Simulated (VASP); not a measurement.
# CuO (P4/mmm) in VASP: notebook, part 2 of 2

VASP 6.6.1.

**4. Relaxation of cell and atoms, PBEsol, target pressure 5 GPa, at which the enthalpy is minimised**

This run uses another cell than the first one, of 11.22 Å³/atom.

Contents of INCAR:

```
SYSTEM = CuO
ALGO = Normal ; EDIFF = 1E-7
EDIFFG = -0.01 ; ENCUT = 600
GGA = PS ; IBRION = 2
ISIF = 3 ; ISMEAR = -1
LASPH = .TRUE. ; LCHARG = .FALSE.
LREAL = .FALSE. ; LWAVE = .FALSE.
NELM = 80 ; NSW = 60
PREC = Accurate ; PSTRESS = 50.0
SIGMA = 0.05
```

Contents of KPOINTS:

```
k-points
0
G
  7 7 7
  0 0 0
```

Contents of POSCAR:

```
CuO
1.0
    4.1609370000      0.0000000000      0.0000000000
    0.0000000000      4.1609370000      0.0000000000
    0.0000000000      0.0000000000      3.8876430000
Cu O
3 3
Direct
    0.5000000000      0.0000000000      0.5000000000
    0.0000000000      0.5000000000      0.5000000000
    0.0000000000      0.0000000000      0.0000000000
    0.0000000000      0.0000000000      0.5000000000
    0.5000000000      0.0000000000      0.0000000000
    0.0000000000      0.5000000000      0.0000000000
```

Run with:

```
$ cat potpaw_PBE.64/Cu/POTCAR potpaw_PBE.64/O/POTCAR > POTCAR
$ mpirun -np 1 vasp_std > vasp.out
```

Run time: 11 min. Hardware: 1 thread of Intel Xeon Platinum 8488C (Sapphire Rapids), shared host; peak memory 0.23 GiB.

Results (log left out):

* Free energy: -30.5653 eV
* Relaxed volume: 10.43 Å³/atom
* Relaxed cell: a = 4.030 Å, b = 4.030 Å, c = 3.855 Å, α = 90.00°, β = 90.00°, γ = 90.00°
* Space group after relaxing (to 0.1 Å): P4/mmm (No. 123)
* Energy change on relaxing (the run minimises the enthalpy): -0.0 meV/atom
* Ionic steps: 9
* Pressure after relaxing: 5.0 GPa
* Band gap on the k mesh: zero (an odd number of electrons rules out a gap without spin polarisation)

Stress tensor (GPa, compression positive):
```
5.05 0.00 0.00
0.00 5.05 0.00
0.00 0.00 4.97
```

The path:
```csv
step,energy change (eV),largest force (eV/Å),pressure (GPa),volume (Å³)
1,0.0000,0.0000,-5.02,67.31
2,0.1691,0.0000,14.55,60.70
3,-0.0106,0.0000,4.57,63.58
4,-0.0103,0.0000,4.71,63.12
5,0.0051,0.0000,5.28,62.45
6,0.0006,0.0000,5.13,62.58
7,0.0013,0.0000,5.15,62.56
8,-0.0017,0.0000,4.84,62.66
9,-0.0002,0.0000,5.02,62.60
```

Final structure:
```
Cu O
1.0
     4.02979    0.00000    0.00000
     0.00000    4.02979    0.00000
     0.00000    0.00000    3.85517
Cu O
3 3
Direct
  0.50000 0.00000 0.50000
  0.00000 0.50000 0.50000
  0.00000 0.00000 0.00000
  0.00000 0.00000 0.50000
  0.50000 0.00000 0.00000
  0.00000 0.50000 0.00000
```

Levels at points of the mesh, in eV from the Fermi level:
```tsv
k point	band 24	band 25	band 26	band 27	band 28	band 29
(0.00, 0.00, 0.00)	-1.57	-1.56	-1.56	-1.42	1.34	6.45
```

Caveat: the cell is relaxed towards a set pressure, so the run minimises the enthalpy, not the energy; the PAW data sets were made with another functional, which shifts forces and pressure a little; an odd number of electrons without spin polarisation forces a metal; a magnetic or distorted state may lie lower; semilocal functionals often make such compounds metallic where correlation or magnetic order opens a gap, which also shifts bond lengths. With open d or f shells a metallic result of PBEsol can be an artefact of self-interaction; +U or a hybrid may open a gap.

**5. Relaxation of cell and atoms, PBEsol, target pressure 10 GPa, at which the enthalpy is minimised**

This run uses another cell than the first one, of 11.22 Å³/atom.

Contents of INCAR:

```
SYSTEM = CuO
PREC     = Accurate       ! precision mode
ENCUT    = 600            ! plane-wave cutoff, eV
EDIFF    = 1E-7           ! SCF threshold, eV
ISMEAR   = -1             ! smearing method
SIGMA    = 0.05           ! smearing width, eV
LREAL    = .False.        ! projectors in reciprocal space
LASPH    = .True.         ! aspherical terms in the spheres
NELM     = 60             ! most SCF steps
ALGO     = Normal         ! electronic algorithm
ISIF     = 3              ! what is computed and relaxed
LWAVE    = .False.        ! write WAVECAR
LCHARG   = .False.        ! write CHGCAR
GGA      = PS             ! functional
IBRION   = 2              ! ionic algorithm
NSW      = 60             ! ionic steps
EDIFFG   = -0.01          ! ionic threshold
PSTRESS  = 100.0
```

Contents of KPOINTS:

```
Automatic mesh
0
Gamma
  7 7 7
  0 0 0
```

POSCAR is that of step 4.

Run with:

```
$ cat potpaw_PBE.64/Cu/POTCAR potpaw_PBE.64/O/POTCAR > POTCAR
$ mpirun -np 1 vasp_std > vasp.out
```

It took 13 min on 1 thread of Intel Xeon Platinum 8488C (Sapphire Rapids), shared host; peak memory 0.24 GiB.

Results (log left out):

- Free energy: -30.4806 eV
- Relaxed volume: 10.13 Å³/atom
- Relaxed cell: a = 3.973 Å, b = 3.973 Å, c = 3.851 Å, α = 90.00°, β = 90.00°, γ = 90.00°
- Space group after relaxing (to 0.1 Å): P4/mmm (No. 123)
- Energy change on relaxing (the run minimises the enthalpy): +14.1 meV/atom
- Ionic steps: 8
- Pressure after relaxing: 10.0 GPa
- Band gap on the k mesh: zero (an odd number of electrons rules out a gap without spin polarisation)

Step by step:
```
step  energy change (eV)  largest force (eV/Å)  pressure (GPa)  volume (Å³)
   1              0.0000                0.0000           -5.02        67.31
   2              0.5803                0.0000           28.11        57.57
   3              0.0563                0.0000            9.36        62.02
   4              0.0627                0.0000            9.71        61.91
   5              0.0705                0.0000           10.11        61.16
   6              0.0986                0.0000           10.81        60.56
   7              0.0689                0.0000            9.00        61.04
   8              0.0845                0.0000           10.01        60.77
```

Final structure:
```xyz
6
Lattice="3.9725 0.0000 0.0000 0.0000 3.9725 0.0000 0.0000 0.0000 3.8511" Properties=species:S:1:pos:R:3 pbc="T T T"
Cu    1.9863    0.0000    1.9256
Cu    0.0000    1.9863    1.9256
Cu    0.0000    0.0000    0.0000
O     0.0000    0.0000    1.9256
O     1.9863    0.0000    0.0000
O     0.0000    1.9863    0.0000
```

Levels at points of the mesh, in eV from the Fermi level:
| k point | band 24 | band 25 | band 26 | band 27 | band 28 | band 29 |
| --- | --- | --- | --- | --- | --- | --- |
| (0.00, 0.00, 0.00) | -1.61 | -1.59 | -1.59 | -1.43 | 1.37 | 6.65 |

Caveat: the cell is relaxed towards a set pressure, so the run minimises the enthalpy, not the energy; the PAW data sets were made with another functional, which shifts forces and pressure a little; an odd number of electrons without spin polarisation forces a metal; a magnetic or distorted state may lie lower; semilocal functionals often make such compounds metallic where correlation or magnetic order opens a gap, which also shifts bond lengths. With open d or f shells a metallic result of PBEsol can be an artefact of self-interaction; +U or a hybrid may open a gap.

**6. Single point, PBEsol**

Contents of INCAR:

```
PREC = Accurate
ENCUT = 1340
EDIFF = 1E-6
ISMEAR = -1
SIGMA = 0.05
LREAL = F
LASPH = T
NELM = 120
ALGO = Normal
ISIF = 2
LWAVE = F
LCHARG = T
GGA = PS
LELF = T
LVHAR = T
NBANDS = 46
GGA_COMPAT = F
```

Contents of KPOINTS:

```
regular mesh
0
Gamma
  7 7 7
```

Changes to POSCAR since step 5:

```diff
@@ -2,5 +2,5 @@
 1.0
-    4.1609370000      0.0000000000      0.0000000000
-    0.0000000000      4.1609370000      0.0000000000
-    0.0000000000      0.0000000000      3.8876430000
+    4.1105392351      0.0000000000      0.0000000000
+    0.0000000000      4.1105392351      0.0000000000
+    0.0000000000      0.0000000000      3.8400643280
 Cu O
```

Potentials or basis: VASP PAW PBE potentials, release 64 (Cu_sv_GW, O_h).

Run with:

```
$ cat potpaw_PBE.64/Cu_sv_GW/POTCAR potpaw_PBE.64/O_h/POTCAR > POTCAR
$ mpirun -np 1 vasp_std > vasp.out
```

It took 13 min on 1 thread of Intel Xeon Platinum 8259CL at 2.50GHz (Skylake/Cascade Lake), shared host; peak memory 0.64 GiB.

Results (log left out):

| Property | Result |
| --- | --- |
| Free energy | -30.8608 eV |
| Pressure | -0.4 GPa |
| Band gap on the k mesh | zero (an odd number of electrons rules out a gap without spin polarisation) |

Stress tensor (GPa, compression positive):
```
-0.41  0.00  0.00
 0.00 -0.41  0.00
 0.00  0.00 -0.32
```

Levels at points of the mesh, in eV from the Fermi level:
| k point | band 35 | band 36 | band 37 | band 38 | band 39 | band 40 | band 41 | band 42 |
| --- | --- | --- | --- | --- | --- | --- | --- | --- |
| (0.00, 0.00, 0.00) | -1.60 | -1.60 | -1.59 | -1.52 | -1.39 | 1.32 | 6.15 | 7.73 |

Caveat: the PAW data sets were made with another functional, which shifts forces and pressure a little; an odd number of electrons without spin polarisation forces a metal; a magnetic or distorted state may lie lower; semilocal functionals often make such compounds metallic where correlation or magnetic order opens a gap, which also shifts bond lengths. With open d or f shells a metallic result of PBEsol can be an artefact of self-interaction; +U or a hybrid may open a gap.

**7. Single point, r2SCAN**

This run uses another cell than the first one, of 10.87 Å³/atom.

Changes to POSCAR since step 6:

```diff
@@ -2,5 +2,5 @@
 1.0
-    4.1105392351      0.0000000000      0.0000000000
-    0.0000000000      4.1105392351      0.0000000000
-    0.0000000000      0.0000000000      3.8400643280
+    4.1179258684      0.0000000000      0.0000000000
+    0.0000000000      4.1179258684      0.0000000000
+    0.0000000000      0.0000000000      3.8478457673
 Cu O
```

Contents of INCAR.step1:

```
  ALGO = Normal
  EDIFF = 1E-5
  ENCUT = 900
  GGA = PE
  GGA_COMPAT = False
  ISMEAR = -1
  LASPH = True
  LCHARG = False
  LREAL = False
  LWAVE = True
  NBANDS = 46
  NELM = 120
  PREC = Accurate
  SIGMA = 0.05
```

Contents of INCAR.step2:

```
  ALGO = Normal
  EDIFF = 1E-6
  ENCUT = 900
  GGA_COMPAT = False
  ISIF = 2
  ISMEAR = -1
  ISTART = 1
  LASPH = True
  LCHARG = False
  LMIXTAU = True
  LREAL = False
  LWAVE = False
  METAGGA = R2SCAN
  NBANDS = 46
  NELM = 120
  PREC = Accurate
  SIGMA = 0.05
```

Contents of KPOINTS:

```
k-points
0
Gamma
  7 7 7
```

Potentials or basis: VASP PAW PBE potentials, release 64 (Cu_sv_GW, O).

Run with:

```
$ cat potpaw_PBE.64/Cu_sv_GW/POTCAR potpaw_PBE.64/O/POTCAR > POTCAR
$ cp INCAR.step1 INCAR
$ mpirun -np 1 vasp_std > vasp.out
$ cp INCAR.step2 INCAR
$ mpirun -np 1 vasp_std > vasp.out
```

OUTCAR:

```text
EDIFF = 1E-6
   ENCUT = 900
   ISIF = 2
   ISMEAR = -1
   ISTART = 1
   LASPH = True
   LREAL = False
   METAGGA = R2SCAN
   NELM = 120
   PREC = Accurate

 ion  position               nearest neighbor table
   1  0.500  0.000  0.500-   5 1.92   5 1.92   4 2.06   4 2.06
   2  0.000  0.500  0.500-   6 1.92   6 1.92   4 2.06   4 2.06
   3  0.000  0.000  0.000-   4 1.92   4 1.92   6 2.06   5 2.06   6 2.06   5 2.06
   4  0.000  0.000  0.500-   3 1.92   3 1.92   1 2.06   2 2.06   2 2.06   1 2.06
   5  0.500  0.000  0.000-   1 1.92   1 1.92   3 2.06   3 2.06
   6  0.000  0.500  0.000-   2 1.92   2 1.92   3 2.06   3 2.06

  LATTYP: Found a simple tetragonal cell.
 ALAT       =     4.1179258684
 C/A-ratio  =     0.9344135592

  Lattice vectors:

 A1 = (   4.1179258684,   0.0000000000,   0.0000000000)
 A2 = (   0.0000000000,   4.1179258684,   0.0000000000)
 A3 = (   0.0000000000,   0.0000000000,   3.8478457673)

Analysis of symmetry for initial positions (statically):
=====================================================================
 Subroutine PRICEL returns:
 Original cell was already a primitive cell.

 Routine SETGRP: Setting up the symmetry group for a
 simple tetragonal supercell.

 Subroutine GETGRP returns: Found 16 space group operations
 (whereof 16 operations were pure point group operations)
 out of a pool of 16 trial point group operations.

The static configuration has the point symmetry D_4h.

Analysis of symmetry for dynamics (positions and initial velocities):
=====================================================================
 Subroutine PRICEL returns:
 Original cell was already a primitive cell.

 Routine SETGRP: Setting up the symmetry group for a
 simple tetragonal supercell.

 Subroutine GETGRP returns: Found 16 space group operations
 (whereof 16 operations were pure point group operations)
[... 128 lines left out ...]
   IMIX   =      4    mixing-type and parameters
     AMIX     =   0.40;   BMIX     =  1.00
     AMIX_MAG =   1.60;   BMIX_MAG =  1.00
  volume/ion in A,a.u.               =      10.87        73.39
  Fermi-wavevector in a.u.,A,eV,Ry     =   1.714893  3.240678 40.012800  2.940858
  Thomas-Fermi vector in A             =   2.792366
   LORBIT       =      0    0 simple, 1 ext, 2 COOP (PROOUT), +10 PAW based schemes
   METAGGA = R2SCAN    functional components
   LHFCALC =     F    Hartree Fock is set to
   AEXX    =    0.0000 exact exchange contribution
   IVDW    =     0    specifies the selected vdW correction
   LEPSILON=     F    determine dielectric tensor
   LRPA    =     F    only Hartree local field effects (RPA)
 non-spin polarized calculation
  energy-cutoff  :      900.00
  volume of cell :       65.25
 maximum number of plane-waves:      4027
   NGX = 21   NGY = 21   NGZ = 19

 number of electron      75.0000045 magnetization

 Free energy of the ion-electron system (eV)
  ---------------------------------------------------
  ext. energy  EPLUGINS =         0.00000000
  ---------------------------------------------------
  free energy    TOTEN  =       -53.46780976 eV

  energy without entropy =      -53.44337635  energy(sigma->0) =      -53.45559306

 E-fermi :   4.2689     XC(G=0): -12.4158

 val. band max:        4.2423102329   @ k =   0.1429   0.1429   0.4286
 cond. band min:       4.2894772908   @ k =   0.4286   0.2857   0.2857
 fundamental gap:      0.0471670579
 Fermi energy:         4.2688790649

 k-point     1 :       0.0000    0.0000    0.0000
  band No.  band energies     occupation
      1    -112.4193      2.00000
      2    -111.8183      2.00000
      3    -111.8170      2.00000
      4     -68.3229      2.00000
      5     -68.2148      2.00000
      6     -68.2148      2.00000
[... 1165 lines left out ...]
     45      16.2645      0.00000
     46      17.4190      0.00000

 [... further k-points ...]

------------------------ aborting loop because EDIFF is reached ----------------------------------------

  FORCE on cell =-STRESS in cart. coord.  units (eV):
  Direction    XX          YY          ZZ          XY          YZ          ZX
  --------------------------------------------------------------------------------------
  -------------------------------------------------------------------------------------
  Total       -0.1763053     -0.1763053     -0.1363042      0.0000000     -0.0000000      0.0000000
  in kB       -4.3291354     -4.3291354     -3.3469191      0.0000000     -0.0000000      0.0000000
  external PRESSURE =      -4.0017299 kB  Pullay stress =       0.0000000 kB

 VOLUME and BASIS-vectors are now :
 -----------------------------------------------------------------------------
  energy-cutoff  :      900.00
  volume of cell :       65.25
      direct lattice vectors                 reciprocal lattice vectors
     4.117925868  0.000000000  0.000000000     0.242840700  0.000000000  0.000000000
     0.000000000  4.117925868  0.000000000     0.000000000  0.242840700  0.000000000
     0.000000000  0.000000000  3.847845767     0.000000000  0.000000000  0.259885676

 POSITION                                       TOTAL-FORCE (eV/Angst)
 -----------------------------------------------------------------------------------
      2.05896      0.00000      1.92392         0.000000      0.000000      0.000000
      0.00000      2.05896      1.92392         0.000000      0.000000      0.000000
      0.00000      0.00000      0.00000         0.000000      0.000000      0.000000
      0.00000      0.00000      1.92392         0.000000      0.000000      0.000000
      2.05896      0.00000      0.00000         0.000000      0.000000      0.000000
      0.00000      2.05896      0.00000         0.000000      0.000000      0.000000
 -----------------------------------------------------------------------------------
    total drift:                               -0.000000     -0.000000     -0.000000

  FREE ENERGIE OF THE ION-ELECTRON SYSTEM (eV)
  ---------------------------------------------------
  free  energy   TOTEN  =       -53.4678097555 eV

  energy  without entropy=      -53.4433763550  energy(sigma->0) =      -53.45559306
```

OSZICAR.step1:

```text
N       E                     dE             d eps       ncg     rms          rms(c)
DAV:   1     0.217350853499E+04    0.21735E+04   -0.55811E+04  5164   0.656E+03
DAV:   2     0.347971330952E+03   -0.18255E+04   -0.17376E+04  5386   0.144E+03
DAV:   3    -0.699825125812E+01   -0.35497E+03   -0.33567E+03  7138   0.899E+02
DAV:   4    -0.361290801848E+02   -0.29131E+02   -0.28199E+02  7304   0.278E+02
DAV:   5    -0.377903559988E+02   -0.16613E+01   -0.16421E+01  7136   0.556E+01    0.211E+01
DAV:   6    -0.347944355170E+02    0.29959E+01   -0.83689E+01  6568   0.363E+02    0.210E+01
DAV:   7    -0.284104114002E+02    0.63840E+01   -0.40529E+01  5888   0.309E+02    0.586E+00
DAV:   8    -0.283386170570E+02    0.71794E-01   -0.29626E+00  7080   0.361E+01    0.411E+00
DAV:   9    -0.283369026312E+02    0.17144E-02   -0.15155E+00  6768   0.599E+01    0.470E+00
DAV:  10    -0.281855671148E+02    0.15134E+00   -0.10747E+00  6488   0.500E+01    0.211E+00
DAV:  11    -0.281438478031E+02    0.41719E-01   -0.22935E-01  6800   0.211E+01    0.826E-01
DAV:  12    -0.281342966552E+02    0.95511E-02   -0.39173E-02  7216   0.587E+00    0.174E-01
DAV:  13    -0.281342984266E+02   -0.17714E-05   -0.35411E-03  6976   0.135E+00    0.141E-01
DAV:  14    -0.281341068653E+02    0.19156E-03   -0.53013E-04  6272   0.867E-01    0.179E-02
DAV:  15    -0.281341146210E+02   -0.77557E-05   -0.74031E-05  4312   0.222E-01
   1 F= -.28134115E+02 E0= -.28119759E+02  d E =-.287111E-01
```

Run time: 8.9 min. Hardware: 1 thread of Intel Xeon 6975P-C (Granite Rapids), shared host; peak memory 0.43 GiB.

Results:

```yaml
Free_energy: -53.4678 eV
Pressure: -0.4 GPa
Band_gap_on_the_k_mesh: zero (an odd number of electrons rules out a gap without spin polarisation)
```

Caveat: the PAW data sets were made with another functional, which shifts forces and pressure a little; an odd number of electrons without spin polarisation forces a metal; a magnetic or distorted state may lie lower; semilocal functionals often make such compounds metallic where correlation or magnetic order opens a gap, which also shifts bond lengths.

**8. The runs side by side**

| task | level | potentials or basis | cell | cutoff (eV) | gap on the mesh (eV) | pressure (GPa) |
| --- | --- | --- | --- | --- | --- | --- |
| single point | PBEsol | VASP PAW PBE potentials, release 64 (Cu, O) | a = 4.111, b = 4.111, c = 3.840 Å, 6 atoms | 520 | none | 0.6 |
| relaxation of cell and atoms | PBEsol | VASP PAW PBE potentials, release 64 (Cu, O) | relaxed to 2 GPa from a = 4.161, b = 4.161, c = 3.888 Å, 6 atoms | 600 | none | 2.0 |
| relaxation of cell and atoms | PBEsol | VASP PAW PBE potentials, release 64 (Cu, O) | relaxed to 5 GPa from a = 4.161, b = 4.161, c = 3.888 Å, 6 atoms | 600 | none | 5.0 |
| relaxation of cell and atoms | PBEsol | VASP PAW PBE potentials, release 64 (Cu, O) | relaxed to 10 GPa from a = 4.161, b = 4.161, c = 3.888 Å, 6 atoms | 600 | none | 10.0 |
| single point | PBEsol | VASP PAW PBE potentials, release 64 (Cu_sv_GW, O_h) | a = 4.111, b = 4.111, c = 3.840 Å, 6 atoms | 1340 | none | -0.4 |
| single point | r2SCAN | VASP PAW PBE potentials, release 64 (Cu_sv_GW, O) | a = 4.118, b = 4.118, c = 3.848 Å, 6 atoms | 900 | none | -0.4 |

Alike in all rows: no spin polarisation; k mesh 7 × 7 × 7; smearing fermi-dirac 0.05 eV.

Caveats: the PAW data sets were made with another functional, which shifts forces and pressure a little; an odd number of electrons without spin polarisation forces a metal; a magnetic or distorted state may lie lower; semilocal functionals often make such compounds metallic where correlation or magnetic order opens a gap, which also shifts bond lengths; the cell is relaxed towards a set pressure, so the run minimises the enthalpy, not the energy (at least some runs).

Absolute energies hang on the potentials; compare differences alone.

The gap in the log of VASP goes by the Fermi energy; the results here count the filled bands.